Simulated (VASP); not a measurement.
# Lu (P6_3/mmc) in VASP: single point with LDA

Aim: the single point of Lu with LDA.

All numbers are computed with VASP 6.6.1; they aren't measurements. Logs are shortened: lines on timing, memory, paths and dates and some standing lists are left out, and cuts for length are marked.

## Step 1: The cell of the first run

It takes space group P6_3/mmc (No. 194, hexagonal). Conventional cell: a = 3.383 Å, b = 3.383 Å, c = 5.235 Å, α = 90.00°, β = 90.00°, γ = 120.00°. Within 4.3 Å of Lu (site symmetry -6m2) lie 12 Lu at 3.27 to 3.38 Å.

## Step 2: Single point, LDA

The input, INCAR:

```
SYSTEM = Lu
PREC = Accurate
ENCUT = 520
EDIFF = 1E-6
ISMEAR = 0
SIGMA = 0.05
LREAL = .False.
LASPH = .True.
NELM = 80
ALGO = Normal
ISIF = 2
LWAVE = .False.
LCHARG = .False.
GGA = CA
NBANDS = 32
```

The input, KPOINTS:

```
Automatic mesh
0
Gamma
  13 13 8
  0 0 0
```

The input, POSCAR:

```
Lu
1.0
    3.3830992887      0.0000000000      0.0000000000
   -1.6915496444      2.9298499275      0.0000000000
    0.0000000000      0.0000000000      5.2347348116
Lu
2
Direct
    0.3333333333      0.6666666667      0.2500000000
    0.6666666667      0.3333333333      0.7500000000
```

Potentials or basis: VASP PAW PBE potentials, release 64 (Lu).

Started as:

```
$ cat potpaw_PBE.64/Lu/POTCAR > POTCAR
$ mpirun -np 1 vasp_std > vasp.out
```

OUTCAR:

```text
SYSTEM = Lu
   PREC = Accurate
   ENCUT = 520
   EDIFF = 1E-6
   ISMEAR = 0
   LREAL = .False.
   LASPH = .True.
   NELM = 80
   ISIF = 2
   GGA = CA

 ion  position               nearest neighbor table
   1  0.333  0.667  0.250-   2 3.27   2 3.27   2 3.27   2 3.27   2 3.27   2 3.27
   2  0.667  0.333  0.750-   1 3.27   1 3.27   1 3.27   1 3.27   1 3.27   1 3.27

  LATTYP: Found a hexagonal cell.
 ALAT       =     3.3830992887
 C/A-ratio  =     1.5473192966

  Lattice vectors:

 A1 = (   3.3830992887,   0.0000000000,   0.0000000000)
 A2 = (  -1.6915496444,   2.9298499275,   0.0000000000)
 A3 = (   0.0000000000,   0.0000000000,   5.2347348116)

Analysis of symmetry for initial positions (statically):
=====================================================================
 Subroutine PRICEL returns:
 Original cell was already a primitive cell.

 Routine SETGRP: Setting up the symmetry group for a
 hexagonal supercell.

 Subroutine GETGRP returns: Found 24 space group operations
 (whereof 12 operations were pure point group operations)
 out of a pool of 24 trial point group operations.

The static configuration has the point symmetry D_3d.
 The point group associated with its full space group is D_6h.

Analysis of symmetry for dynamics (positions and initial velocities):
=====================================================================
 Subroutine PRICEL returns:
 Original cell was already a primitive cell.

 Routine SETGRP: Setting up the symmetry group for a
 hexagonal supercell.

 Subroutine GETGRP returns: Found 24 space group operations
 (whereof 12 operations were pure point group operations)
 out of a pool of 24 trial point group operations.

The dynamic configuration has the point symmetry D_3d.
 The point group associated with its full space group is D_6h.

 Subroutine INISYM returns: Found 24 space group operations
 (whereof 12 operations are pure point group operations),
 and found     1 'primitive' translations

----------------------------------------------------------------------------------------

                                     Primitive cell

  volume of cell :      51.8866

  direct lattice vectors                    reciprocal lattice vectors
     3.383099289  0.000000000  0.000000000     0.295586950  0.170657205  0.000000000
    -1.691549644  2.929849927  0.000000000     0.000000000  0.341314410  0.000000000
     0.000000000  0.000000000  5.234734812     0.000000000  0.000000000  0.191031645

  length of vectors
     3.383099289  3.383099289  5.234734812     0.341314410  0.341314410  0.191031645

  position of ions in fractional coordinates (direct lattice)
     0.333333333  0.666666667  0.250000000
     0.666666667  0.333333333  0.750000000

  ion indices of the primitive-cell ions
   primitive index   ion index
                 1           1
                 2           2

----------------------------------------------------------------------------------------

 KPOINTS: Automatic mesh

Automatic generation of k-mesh.
 Grid dimensions read from file:
 generate k-points for:   13   13    8

 Generating k-lattice:

  Cartesian coordinates                     Fractional coordinates (reciprocal lattice)
     0.022737458  0.013127477  0.000000000     0.076923077  0.000000000  0.000000000
     0.000000000  0.026254955  0.000000000     0.000000000  0.076923077  0.000000000
     0.000000000  0.000000000  0.023878956     0.000000000  0.000000000  0.125000000

  Length of vectors
     0.026254955  0.026254955  0.023878956

  Shift w.r.t. Gamma in fractional coordinates (k-lattice)
     0.000000000  0.000000000  0.000000000

 Subroutine IBZKPT returns following result:
 ===========================================

 Found    105 irreducible k-points:

 Following reciprocal coordinates:
            Coordinates               Weight
  0.000000  0.000000  0.000000      1.000000
  0.076923  0.000000  0.000000      6.000000
  0.153846  0.000000  0.000000      6.000000
  0.230769  0.000000  0.000000      6.000000
  0.307692  0.000000  0.000000      6.000000
  0.384615  0.000000  0.000000      6.000000
[... 16 lines left out ...]
  0.076923  0.000000  0.125000     12.000000
  0.153846  0.000000  0.125000     12.000000
 [... further k-points ...]
   k-points           NKPTS =    105   k-points in BZ     NKDIM =    105   number of bands    NBANDS=     32
   number of dos      NEDOS =    301   number of ions     NIONS =      2
   total plane-waves  NPLWV =  31360
   dimension x,y,z NGX =    28 NGY =   28 NGZ =   40
   dimension x,y,z NGXF=    56 NGYF=   56 NGZF=   80
   ions per type =               2
   NGX,Y,Z   is equivalent  to a cutoff of  13.76, 13.76, 12.70 a.u.
   NGXF,Y,Z  is equivalent  to a cutoff of  27.52, 27.52, 25.41 a.u.
 SYSTEM =  Lu
   PREC   = accura    normal or accurate (medium, high low for compatibility)
   ISTART =      0    job   : 0-new  1-cont  2-samecut
   ICHARG =      2    charge: 1-file 2-atom 10-const
   ISPIN  =      1    spin polarized calculation?
   LNONCOLLINEAR =      F non collinear calculations
   LSORBIT =      F    spin-orbit coupling
   LASPH  =      T    aspherical Exc in radial PAW
   ENCUT  =  520.0 eV  38.22 Ry    6.18 a.u.   6.29  6.29  9.73*2*pi/ulx,y,z
   NELM   =     80;   NELMIN=  2; NELMDL= -5     # of ELM steps
   EDIFF  = 0.1E-05   stopping-criterion for ELM
   LREAL  =      F    real-space projection
   EDIFFG = 0.1E-04   stopping-criterion for IOM
   NSW    =      0    number of steps for IOM
   IBRION =     -1    ionic relax: 0-MD 1-quasi-New 2-CG
   NFREE  =      0    steps in history (QN), initial steepest desc. (CG)
   ISIF   =      2    stress and relaxation
   ISYM   =      2    0-nonsym 1-usesym 2-fastsym
   POTIM  = 0.5000    time-step for ionic-motion
   TEBEG  =    0.0;   TEEND  =   0.0 temperature during run
   PSTRESS=    0.0 pullay stress
   NELECT =      50.0000    total number of electrons
   NUPDOWN=      -1.0000    fix difference up-down
   EMIN   =  10.00;   EMAX   =-10.00  energy-range for DOS
   EFERMI =   0.00;   METHOD = LEGACY
   ISMEAR =     0;   SIGMA  =   0.05  broadening in eV -4-tet -1-fermi 0-gaus
   EFERMI_NEDOS =   21; number of points for ismear=-14 and -15
   IALGO  =     38    algorithm
   IMIX   =      4    mixing-type and parameters
     AMIX     =   0.40;   BMIX     =  1.00
     AMIX_MAG =   1.60;   BMIX_MAG =  1.00
  volume/ion in A,a.u.               =      25.94       175.07
  Fermi-wavevector in a.u.,A,eV,Ry     =   1.617012  3.055710 35.575530  2.614728
  Thomas-Fermi vector in A             =   2.711506
   LORBIT       =      0    0 simple, 1 ext, 2 COOP (PROOUT), +10 PAW based schemes
   GGA     = CA    functional components
   LHFCALC =     F    Hartree Fock is set to
   AEXX    =    0.0000 exact exchange contribution
   IVDW    =     0    specifies the selected vdW correction
   LEPSILON=     F    determine dielectric tensor
   LRPA    =     F    only Hartree local field effects (RPA)
 non-spin polarized calculation
 Gauss-broadening in eV      SIGMA  =   0.05
  energy-cutoff  :      520.00
  volume of cell :       51.89
 maximum number of plane-waves:      1417
 NGX is ok and might be reduce to    28
   NGX = 13   NGY = 13   NGZ = 19

 number of electron      49.9999981 magnetization

 Free energy of the ion-electron system (eV)
  ---------------------------------------------------
  ext. energy  EPLUGINS =         0.00000000
  ---------------------------------------------------
  free energy    TOTEN  =       -10.39172372 eV

  energy without entropy =      -10.38918682  energy(sigma->0) =      -10.39045527

 E-fermi :   2.3559     XC(G=0): -11.5630

 val. band max:        2.3351089105   @ k =   0.2308   0.0000   0.1250
 cond. band min:       2.3671230514   @ k =   0.1538   0.1538   0.3750
 fundamental gap:      0.0320141409
 Fermi energy:         2.3558530552

 k-point     1 :       0.0000    0.0000    0.0000
  band No.  band energies     occupation
      1     -53.2981      2.00000
      2     -53.2323      2.00000
      3     -24.6083      2.00000
      4     -23.9629      2.00000
      5     -23.9629      2.00000
      6     -23.8323      2.00000
[... 24 lines left out ...]
     31       5.8970      0.00000
     32       5.8970      0.00000

 k-point     2 :       0.0769    0.0000    0.0000
  band No.  band energies     occupation
      1     -53.2957      2.00000
      2     -53.2316      2.00000
      3     -24.5941      2.00000
      4     -23.9908      2.00000
      5     -23.9728      2.00000
      6     -23.8621      2.00000
[... 24 lines left out ...]
     31       5.6777      0.00000
     32       5.7329      0.00000

 k-point     3 :       0.1538    0.0000    0.0000
  band No.  band energies     occupation
      1     -53.2888      2.00000
      2     -53.2298      2.00000
      3     -24.5530      2.00000
      4     -24.0682      2.00000
      5     -23.9992      2.00000
      6     -23.9429      2.00000
[... 24 lines left out ...]
     31       5.8974      0.00000
     32       5.9696      0.00000

 k-point     4 :       0.2308    0.0000    0.0000
  band No.  band energies     occupation
      1     -53.2788      2.00000
      2     -53.2275      2.00000
      3     -24.4899      2.00000
      4     -24.1778      2.00000
      5     -24.0521      2.00000
      6     -24.0349      2.00000
[... 24 lines left out ...]
     31       6.4839      0.00000
     32       6.6496      0.00000

 k-point     5 :       0.3077    0.0000    0.0000
  band No.  band energies     occupation
      1     -53.2674      2.00000
      2     -53.2259      2.00000
      3     -24.4125      2.00000
      4     -24.2944      2.00000
      5     -24.1628      2.00000
      6     -24.0714      2.00000
[... 584 lines left out ...]
     31       8.3832      0.00000
     32       8.4942      0.00000

 k-point    22 :       0.0000    0.0000    0.1250
  band No.  band energies     occupation
      1     -53.2956      2.00000
      2     -53.2349      2.00000
      3     -24.5788      2.00000
      4     -23.9580      2.00000
      5     -23.9580      2.00000
      6     -23.8373      2.00000
[... 24 lines left out ...]
     31       6.1439      0.00000
     32       6.1439      0.00000

 k-point    23 :       0.0769    0.0000    0.1250
  band No.  band energies     occupation
      1     -53.2932      2.00000
      2     -53.2341      2.00000
      3     -24.5662      2.00000
      4     -23.9850      2.00000
      5     -23.9676      2.00000
      6     -23.8770      2.00000
[... 24 lines left out ...]
     31       6.0316      0.00000
     32       6.0744      0.00000

 k-point    24 :       0.1538    0.0000    0.1250
  band No.  band energies     occupation
      1     -53.2866      2.00000
      2     -53.2320      2.00000
      3     -24.5304      2.00000
      4     -24.0597      2.00000
      5     -23.9934      2.00000
      6     -23.9640      2.00000
[... 24 lines left out ...]
     31       6.0255      0.00000
     32       6.1770      0.00000

 [... further k-points ...]

------------------------ aborting loop because EDIFF is reached ----------------------------------------

  FORCE on cell =-STRESS in cart. coord.  units (eV):
  Direction    XX          YY          ZZ          XY          YZ          ZX
  --------------------------------------------------------------------------------------
  -------------------------------------------------------------------------------------
  Total        0.0570200      0.0570200      0.0660228     -0.0000000      0.0000000      0.0000000
  in kB        1.7606901      1.7606901      2.0386833     -0.0000000      0.0000000      0.0000000
  external PRESSURE =       1.8533545 kB  Pullay stress =       0.0000000 kB

 VOLUME and BASIS-vectors are now :
 -----------------------------------------------------------------------------
  energy-cutoff  :      520.00
  volume of cell :       51.89
      direct lattice vectors                 reciprocal lattice vectors
     3.383099289  0.000000000  0.000000000     0.295586950  0.170657205  0.000000000
    -1.691549644  2.929849927  0.000000000     0.000000000  0.341314410  0.000000000
     0.000000000  0.000000000  5.234734812     0.000000000  0.000000000  0.191031645

 POSITION                                       TOTAL-FORCE (eV/Angst)
 -----------------------------------------------------------------------------------
     -0.00000      1.95323      1.30868         0.000000      0.000000      0.000000
      1.69155      0.97662      3.92605        -0.000000     -0.000000      0.000000
 -----------------------------------------------------------------------------------
    total drift:                               -0.000000      0.000000     -0.000000

  FREE ENERGIE OF THE ION-ELECTRON SYSTEM (eV)
  ---------------------------------------------------
  free  energy   TOTEN  =       -10.3917237165 eV

  energy  without entropy=      -10.3891868204  energy(sigma->0) =      -10.39045527
```

It took 95 s on 1 thread of Intel Xeon 6975P-C (Granite Rapids), shared host; peak memory 0.25 GiB.

Results:

```yaml
Free_energy: -10.3917 eV
Pressure: 0.2 GPa
Band_gap_on_the_k_mesh: zero (bands 25 and 26 overlap by 1.90 eV)
```

Caveat: the PAW data sets were made with another functional, which shifts forces and pressure a little; spin-orbit coupling is left out, which moves the levels of the heavy elements.

The gap in the log of VASP goes by the Fermi energy; the results here count the filled bands.